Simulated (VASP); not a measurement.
Set up this calculation in VASP 6.6.1, as the native input.

```yaml
Task: single point
Functional: PBEsol
Potentials_or_basis: VASP PAW PBE potentials, release 64 (Ba_sv)
Cutoff: 520 eV
k_mesh: 16 × 16 × 10
Occupations: gaussian, width 0.15 eV
Spin: no spin polarisation
Dipole_correction: no
Further_INCAR_settings: ALGO = Fast; EDIFF = 1e-06; NBANDS = 11
```

The structure of Ba lies in POSCAR:

```
Ba
1.0
    1.8397254365     -3.4347815054      0.0000000000
    1.8397254365      3.4347815054      0.0000000000
    0.0000000000      0.0000000000      6.4366864375
Ba
1
Direct
    0.0000000000      0.0000000000      0.0000000000
```

This cell differs from its parent crystal: ratio of the length along z to the lengths across it x 1.2, volume and fractional coordinates fixed.

The input as run:

INCAR

```
PREC = Accurate
ENCUT = 520
EDIFF = 1E-6
ISMEAR = 0
SIGMA = 0.15
LREAL = False
LASPH = True
NELM = 100
ALGO = Fast
ISIF = 2
LWAVE = False
LCHARG = True
GGA = PS
LELF = True
LVHAR = True
NBANDS = 11
```

KPOINTS

```
regular mesh
0
Gamma
  16 16 10
```

Potentials or basis: VASP PAW PBE potentials, release 64 (Ba_sv).

Run with:

```sh
$ cat potpaw_PBE.64/Ba_sv/POTCAR > POTCAR
$ mpirun -np 1 vasp_std > vasp.out
```

It gave:

The pressure is 1.3 GPa and the band gap on the k mesh is zero (bands 5 and 6 overlap by 1.19 eV).

Caveat: the PAW data sets were made with another functional, which shifts forces and pressure a little; spin-orbit coupling is left out, which moves the levels of the heavy elements.

It took 2.5 min on 1 thread of Intel(R) Xeon(R) 6975P-C (Granite Rapids) (shared host), peak memory 0.5 GiB.
